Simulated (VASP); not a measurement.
A run of VASP 6.6.1:

INCAR

```
  PREC = Accurate
  ENCUT = 520
  EDIFF = 1E-6
  ISMEAR = -1
  SIGMA = 0.05
  LREAL = F
  LASPH = T
  NELM = 100
  ALGO = Normal
  ISIF = 2
  LWAVE = F
  LCHARG = F
  GGA = CA
  NBANDS = 14
```

File KPOINTS:

```
regular mesh
0
Gamma
  9 9 5
```

The input POSCAR:

```
Re
1.0
    2.7608000000      0.0000000000      0.0000000000
   -1.3804000000      2.3909229348      0.0000000000
    0.0000000000      0.0000000000      4.4582000000
Re
2
Direct
    0.3729274749      0.8268756685      0.2500000000
    1.1270725387      0.1731243588      0.7500000000
```

Potentials or basis: VASP PAW LDA potentials, release 64 (Re).

Launch:

```console
$ cat potpaw_LDA.64/Re/POTCAR > POTCAR
$ mpirun -np 1 vasp_std > vasp.out
```

Hardware: 1 thread of AMD EPYC 7R43 64-Core Processor (Zen 3), on a shared host.

Q: Estimate the wall time of this run.

A: Run time: 57 s on 1 thread of AMD EPYC 7R43 64-Core Processor (Zen 3), with other jobs on the host, peak memory 0.13 GiB. Counts: scf iterations 11, k points 123.
